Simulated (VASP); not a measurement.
A run of VASP 6.6.1:

Contents of INCAR:

```
PREC = Accurate ; ENCUT = 520
EDIFF = 1E-7 ; ISMEAR = 0
SIGMA = 0.2 ; LREAL = F
LASPH = T ; NELM = 100
ALGO = Normal ; ISIF = 2
LWAVE = F ; LCHARG = F
GGA = PE ; NBANDS = 35
```

Contents of KPOINTS:

```
Automatic mesh
0
Gamma
  8 8 2
```

The input POSCAR:

```
ReS3
1.0
    2.8390168741      0.0000000000      0.0000000000
    0.0000000000      2.8390168741      0.0000000000
    0.0000000000      0.0000000000     19.0082725664
Re S
2 6
Direct
    0.0000000000      1.0000000000      0.5000000000
    0.0000000000      1.0000000000      0.0000000000
    0.0000000000      0.0000000000      0.2500000000
    0.0000000000      0.0000000000      0.7500000000
    0.5000000000      0.5000000000      0.0782998797
    0.5000000000      0.5000000000      0.5782998797
    0.5000000000      0.5000000000      0.4217001203
    0.5000000000      0.5000000000      0.9217001203
```

Potentials or basis: VASP PAW PBE potentials, release 64 (Re, S).

Run with:

```bash
$ cat potpaw_PBE.64/Re/POTCAR potpaw_PBE.64/S/POTCAR > POTCAR
$ mpirun -np 1 vasp_std > vasp.out
```

Hardware: 1 thread of Intel(R) Xeon(R) 6975P-C (Granite Rapids), on a shared host.

Problem. How long does it take, and how much memory?

Solution. Run time: 3.3 min on 1 thread of Intel(R) Xeon(R) 6975P-C (Granite Rapids), on a shared host, peak memory 0.33 GiB. Counts: scf iterations 21, k points 30.
